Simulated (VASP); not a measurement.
# P (Fd-3m) in VASP: further runs, part 2 of 2

VASP 6.6.1. Earlier steps stand in the parts before.

## 5. Single point, PBE

The input, INCAR:

```
SYSTEM = P
PREC = Accurate
ENCUT = 520
EDIFF = 1E-6
ISMEAR = -1
SIGMA = 0.08
LREAL = .FALSE.
LASPH = .TRUE.
NELM = 80
ALGO = Normal
ISIF = 2
LWAVE = .FALSE.
LCHARG = .TRUE.
GGA = PE
LELF = .TRUE.
LVHAR = .TRUE.
NBANDS = 12
```

The input, KPOINTS:

```
regular mesh
0
G
  17 17 17
  0 0 0
```

The input, POSCAR:

```
P
1.0
    0.0000000000      1.9761938036      1.9761938036
    1.9761938036      0.0000000000      1.9761938036
    1.9761938036      1.9761938036      0.0000000000
P
2
Direct
   -0.1250000000     -0.1250000000     -0.1250000000
    0.1250000000      0.1250000000      0.1250000000
```

Command:

```sh
$ cat potpaw_PBE.64/P/POTCAR > POTCAR
$ mpirun -np 1 vasp_std > vasp.out
```

It took 17 s on 1 thread of AMD EPYC 9R45 (Zen 5), shared host; peak memory 0.11 GiB.

The run converged. Its results:

- Free energy: 3.9344 eV
- Pressure: 445.9 GPa
- Band gap on the k mesh: zero (band 5 reaches 21.75 eV, above the bottom of band 6 at 16.15 eV)

Levels at points of the mesh, in eV from the Fermi level:
```tsv
k point	band 1	band 2	band 3	band 4	band 5	band 6	band 7	band 8	band 9	band 10
(0.00, 0.00, 0.00)	-24.71	-3.96	-3.96	-3.96	-0.18	-0.18	-0.18	6.18	6.18	11.00
```

## 6. Relaxation of cell and atoms, PBE, target pressure 450 GPa, at which the enthalpy is minimised

This run uses another cell than the first one, of 6.28 Å³/atom, 0.813 times its volume.

The input, INCAR:

```
PREC = Accurate ; ENCUT = 600
EDIFF = 1E-7 ; ISMEAR = -1
SIGMA = 0.08 ; LREAL = False
LASPH = True ; NELM = 100
ALGO = Normal ; ISIF = 3
LWAVE = False ; LCHARG = False
GGA = PE ; IBRION = 2
NSW = 60 ; EDIFFG = -0.005
PSTRESS = 4500.0
```

The input, KPOINTS:

```
Automatic mesh
0
Gamma
  17 17 17
```

The input, POSCAR:

```
P
1.0
    0.0000000000      1.8448678163      1.8448678163
    1.8448678163      0.0000000000      1.8448678163
    1.8448678163      1.8448678163      0.0000000000
P
2
Direct
   -0.1250000000     -0.1250000000     -0.1250000000
    0.1250000000      0.1250000000      0.1250000000
```

Potentials or basis: VASP PAW PBE potentials, release 64 (P).

Command:

```sh
$ cat potpaw_PBE.64/P/POTCAR > POTCAR
$ mpirun -np 1 vasp_std > vasp.out
```

It took 2.1 min on 1 thread of Intel Xeon Platinum 8488C (Sapphire Rapids), shared host; peak memory 0.15 GiB.

Results (log left out):

```yaml
Free_energy: 4.0544 eV
Relaxed_volume: 7.70 Å³/atom
Relaxed_cell: a = 2.792 Å, b = 2.792 Å, c = 2.792 Å, α = 60.00°, β = 60.00°, γ = 60.00°
Space_group_after_relaxing_to_0.05_Å: Fd-3m (No. 227)
Energy_change_on_relaxing_the_enthalpy_is_what_falls: -5547.8 meV/atom
Ionic_steps: 22
Pressure_after_relaxing: 450.0 GPa
Band_gap_on_the_k_mesh: zero (band 5 reaches 21.81 eV, above the bottom of band 6 at 16.19 eV)
```

Step by step:
```
step  energy change (eV)  largest force (eV/Å)  pressure (GPa)  volume (Å³)
   1              0.0000                0.0000          853.10        12.56
   2            -23.3899                0.0000          -11.64        68.71
   3            -20.8872                0.0000          126.09        21.63
   4            -12.6142                0.0000          397.74        15.97
   5            -11.2600                0.0000          444.35        15.45
   6            -11.0874                0.0000          450.33        15.39
   7            -11.0875                0.0000          450.33        15.39
   8            -11.0878                0.0000          450.32        15.39
   9            -11.0878                0.0000          450.32        15.39
  10            -11.0878                0.0000          450.32        15.39
  11            -11.0878                0.0000          450.32        15.39
  12            -11.0878                0.0000          450.32        15.39
  13            -11.0878                0.0000          450.32        15.39
  14            -11.0878                0.0000          450.32        15.39
  15            -11.0878                0.0000          450.32        15.39
  16            -11.0879                0.0000          450.31        15.39
  17            -11.0880                0.0000          450.31        15.39
  18            -11.0883                0.0000          450.30        15.39
  19            -11.0887                0.0000          450.29        15.39
  20            -11.0897                0.0000          450.25        15.39
  21            -11.0917                0.0000          450.19        15.39
  22            -11.0956                0.0000          450.05        15.39
```

Final structure:
```
CELL_PARAMETERS angstrom
0.00000 1.97437 1.97437
1.97437 0.00000 1.97437
1.97437 1.97437 0.00000
ATOMIC_POSITIONS crystal
P 0.87500 0.87500 0.87500
P 0.12500 0.12500 0.12500
```

Levels at points of the mesh, in eV from the Fermi level:
```tsv
k point	band 3	band 4	band 5	band 6	band 7	band 8
(0.00, 0.00, 0.00)	-3.95	-3.95	-0.17	-0.17	-0.17	6.18
```

Caveat: the cell is relaxed towards a set pressure, so the enthalpy falls and the energy may rise; the volume moved by over 15 % at a fixed basis, so the end points are rough.

## 7. Relaxation of cell and atoms, PBE, target pressure 450 GPa, at which the enthalpy is minimised

The input, INCAR:

```
SYSTEM = P
  PREC = Accurate
  ENCUT = 600
  EDIFF = 1E-6
  ISMEAR = -1
  SIGMA = 0.08
  LREAL = .False.
  LASPH = .True.
  NELM = 80
  ALGO = Normal
  ISIF = 3
  LWAVE = .False.
  LCHARG = .False.
  GGA = PE
  IBRION = 2
  NSW = 32
  EDIFFG = -0.005
  PSTRESS = 4500.0
```

The input, KPOINTS:

```
Automatic mesh
0
Gamma
  17 17 17
  0 0 0
```

The input, POSCAR:

```
P
1.0
    0.0000000000      1.9768345271      1.9768345271
    1.9768345271      0.0000000000      1.9768345271
    1.9768345271      1.9768345271      0.0000000000
P
2
Direct
   -0.1250000000     -0.1250000000     -0.1250000000
    0.1250000000      0.1250000000      0.1250000000
```

Command:

```sh
$ cat potpaw_PBE.64/P/POTCAR > POTCAR
$ mpirun -np 1 vasp_std > vasp.out
```

Wall time 34 s (1 thread of Intel Xeon Platinum 8488C (Sapphire Rapids), shared host); peak memory 0.15 GiB.

The run converged. Its results:

```
Free energy                                            : 4.0494 eV
Relaxed volume                                         : 7.70 Å³/atom
Relaxed cell                                           : a = 2.792 Å, b = 2.792 Å, c = 2.792 Å, α = 60.00°, β = 60.00°, γ = 60.00°
Space group after relaxing (to 0.05 Å)                 : Fd-3m (No. 227)
Energy change on relaxing (the enthalpy is what falls) : +79.7 meV/atom
Ionic steps                                            : 3
Pressure after relaxing                                : 450.0 GPa
Band gap on the k mesh                                 : zero (band 5 reaches 21.81 eV, above the bottom of band 6 at 16.19 eV)
```

The path:
| step | energy change (eV) | largest force (eV/Å) | pressure (GPa) | volume (Å³) |
| --- | --- | --- | --- | --- |
| 1 | 0.0000 | 0.0000 | 444.36 | 15.45 |
| 2 | 1.7794 | 0.0000 | 506.55 | 14.85 |
| 3 | 0.1594 | 0.0000 | 449.95 | 15.39 |

Final structure:
```
P
1.0
     0.00000    1.97440    1.97440
     1.97440    0.00000    1.97440
     1.97440    1.97440    0.00000
P
2
Direct
  0.87500 0.87500 0.87500
  0.12500 0.12500 0.12500
```

Levels at points of the mesh, in eV from the Fermi level:
| k point | band 1 | band 2 | band 3 | band 4 | band 5 | band 6 | band 7 | band 8 | band 9 |
| --- | --- | --- | --- | --- | --- | --- | --- | --- | --- |
| (0.00, 0.00, 0.00) | -24.74 | -3.95 | -3.95 | -3.95 | -0.17 | -0.17 | -0.17 | 6.18 | 6.18 |

Caveat: the cell is relaxed towards a set pressure, so the enthalpy falls and the energy may rise.

## 8. The runs side by side

```tsv
task	cell	cutoff (eV)	gap on the mesh (eV)	pressure (GPa)
single point	a = 2.796 Å, angles 60.0°, 2 atoms	520	none	444.5
single point	a = 2.795 Å, angles 60.0°, 2 atoms	520	none	445.9
relaxation of cell and atoms	relaxed to 450 GPa from a = 2.609 Å, angles 60.0°, 2 atoms	600	none	450.0
relaxation of cell and atoms	relaxed to 450 GPa from a = 2.796 Å, angles 60.0°, 2 atoms	600	none	450.0
```

Alike in all rows: level PBE; potentials or basis VASP PAW PBE potentials, release 64 (P); no spin polarisation; k mesh 17 × 17 × 17; smearing fermi-dirac 0.08 eV.

Caveats: the cell is relaxed towards a set pressure, so the enthalpy falls and the energy may rise (some runs); the volume moved by over 15 % at a fixed basis, so the end points are rough (some runs).

Total energies depend on the potentials used, so only differences within one code and one set of settings carry meaning.
